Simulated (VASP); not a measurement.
**In15GaSbAs15: single point with PBEsol**

The system is In15GaSbAs15.

```xyz
64
Lattice="12.1739 0.0000 0.0000 0.0000 12.1739 0.0000 0.0000 0.0000 12.1739" Properties=species:S:1:pos:R:3 pbc="T T T"
In   12.1733    0.0079    0.0047
In    0.0089   12.1476    6.0943
In    0.0083    6.0972   12.1450
In    0.0442    6.1150    6.1119
In    6.0927   12.1709   12.1676
In    6.0560   12.1435    6.0819
In    6.0557    6.0860   12.1402
In    6.2106    6.1024    6.0995
In    3.0403    3.0653   12.1358
In    2.9769    2.9971    6.0359
In    3.0377    9.1171   12.1569
In    9.1448    3.0480    0.0097
In    9.1499    3.0260    6.0921
In    9.1338    9.1361   12.1646
In    9.1475    9.1441    6.0883
In    3.0416   12.1392    3.0624
In    3.0388   12.1583    9.1099
In    2.9777    6.0378    2.9911
In    9.1459    0.0124    3.0423
In    9.1362   12.1684    9.1315
In    9.1519    6.0951    3.0225
In    9.1490    6.0908    9.1379
In   12.1545    3.0265    3.0257
In    0.0274    3.0809    9.1376
In    0.0271    9.1382    3.0792
In    0.0155    9.1348    9.1349
In    6.0885    3.0415    3.0391
In    6.1373    2.9776    9.2147
In    6.1367    9.2143    2.9768
In    6.0221    9.1080    9.1059
As    1.5332    1.5211    1.5181
As    1.4973    1.5085    7.6129
As    1.4974    7.6165    1.5050
As    1.6122    7.6467    7.6436
As    7.6136    1.5194    1.5161
As    7.6009    1.4938    7.6003
As    7.6013    7.6029    1.4911
As    7.6527    7.6429    7.6391
As    4.5632    4.5539    1.5075
As    4.5521   10.6642    1.4813
As    4.4748   10.5906    7.5448
As   10.6720    4.5711    1.5009
As   10.6659    4.5781    7.6036
As   10.6666   10.6476    1.5335
As   10.6596   10.6464    7.6161
As    4.5618    1.5120    4.5526
As    4.5496    1.4825   10.6614
As    4.4734    7.5494   10.5897
As   10.6704    1.5027    4.5690
As   10.6652    1.5372   10.6461
As   10.6648    7.6074    4.5770
As   10.6570    7.6184   10.6448
As    1.4727    4.5461    4.5421
As    1.5834    4.6697   10.5827
As    1.5837   10.5858    4.6655
As    1.5187   10.6617   10.6577
As    7.6476    4.5478    4.5439
As    7.6334    4.5693   10.6692
As    7.6330   10.6731    4.5644
As    7.5817   10.6312   10.6270
Ga    2.9682    9.1663    6.1881
Ga    2.9700    6.1918    9.1625
Sb    4.4977    4.6234    7.7033
Sb    4.4953    7.7048    4.6212
```

* Program: VASP 6.6.1
* Task: single point
* Functional: PBEsol
* Potentials or basis: VASP PAW PBE potentials, release 64 (In_d, As, Ga_d, Sb)
* Cutoff: 500 eV
* k mesh: 1 × 1 × 1, shifted
* Occupations: fermi-dirac, width 0.05 eV
* Spin: no spin polarisation
* Dipole correction: no
* Further INCAR settings: LREAL = Auto; ALGO = Normal; EDIFF = 1e-06; NBANDS = 326; ISYM = -1

The pressure is 0.1 GPa, the largest force is 0.031 eV/Å and the band gap on the k mesh is 1.00 eV.

Forces in eV/Å, atoms in the order of the input:
```
In   0.003 -0.008 -0.003
In  -0.004 -0.004  0.005
In  -0.003  0.010 -0.002
In   0.014  0.020  0.018
In  -0.002  0.003  0.008
In  -0.007  0.002  0.002
In  -0.003  0.001  0.000
In  -0.016  0.013  0.009
In   0.004  0.002  0.005
In   0.006  0.012 -0.005
In   0.005 -0.007  0.003
In   0.004 -0.003  0.007
In  -0.003  0.010 -0.006
In   0.002 -0.002  0.000
In   0.000 -0.001 -0.009
In   0.003  0.005  0.003
In   0.000  0.003  0.001
In   0.005 -0.006  0.012
In   0.001 -0.001  0.002
In  -0.002 -0.003 -0.001
In  -0.006 -0.001  0.011
In  -0.002 -0.008  0.001
In  -0.001  0.001 -0.002
In  -0.002  0.002 -0.010
In   0.000 -0.005 -0.002
In   0.004 -0.005 -0.009
In   0.004  0.003  0.002
In   0.010  0.000  0.000
In   0.012  0.004 -0.005
In  -0.005 -0.009 -0.006
As   0.000 -0.003 -0.001
As   0.000 -0.001  0.000
As   0.000 -0.002 -0.003
As   0.009 -0.008 -0.006
As  -0.002 -0.004 -0.005
As   0.005 -0.002  0.005
As   0.005  0.005 -0.001
As  -0.003 -0.005 -0.004
As  -0.006  0.002 -0.006
As  -0.001  0.000  0.006
As  -0.001 -0.009  0.000
As  -0.003 -0.006  0.003
As   0.000 -0.004  0.002
As  -0.004 -0.001 -0.005
As   0.001  0.002  0.000
As  -0.001 -0.007 -0.003
As   0.000  0.007 -0.002
As  -0.001  0.002 -0.011
As  -0.003  0.003 -0.002
As  -0.002 -0.003  0.000
As  -0.003  0.000 -0.002
As   0.003 -0.002 -0.001
As   0.009  0.000 -0.001
As   0.007  0.009 -0.012
As   0.002 -0.009  0.009
As   0.000  0.003  0.001
As   0.005 -0.002 -0.004
As  -0.006  0.001 -0.003
As  -0.004 -0.002 -0.001
As  -0.002  0.007  0.001
Ga  -0.010  0.012  0.004
Ga  -0.014  0.001  0.015
Sb  -0.002  0.000 -0.010
Sb   0.000 -0.015  0.004
```

Stress tensor (GPa, compression positive):
```
 0.09 -0.51 -0.51
-0.51  0.08 -0.46
-0.51 -0.46  0.08
```

Levels at points of the mesh, in eV from the valence-band top:
| k point | band 286 | band 287 | band 288 | band 289 | band 290 | band 291 |
| --- | --- | --- | --- | --- | --- | --- |
| (0.25, 0.25, 0.25) | -0.39 | -0.04 | 0.00 | 1.00 | 1.10 | 1.83 |

Wall time 21 min on 1 thread of Intel(R) Xeon(R) Platinum 8488C (Sapphire Rapids), on a shared host, peak memory 1.5 GiB.

Caveat: the PAW data sets were made with another functional, which shifts forces and pressure a little; spin-orbit coupling is left out, which moves the levels of the heavy elements; a shifted mesh leaves out Γ, where band edges can lie. A k mesh can miss the band edges.
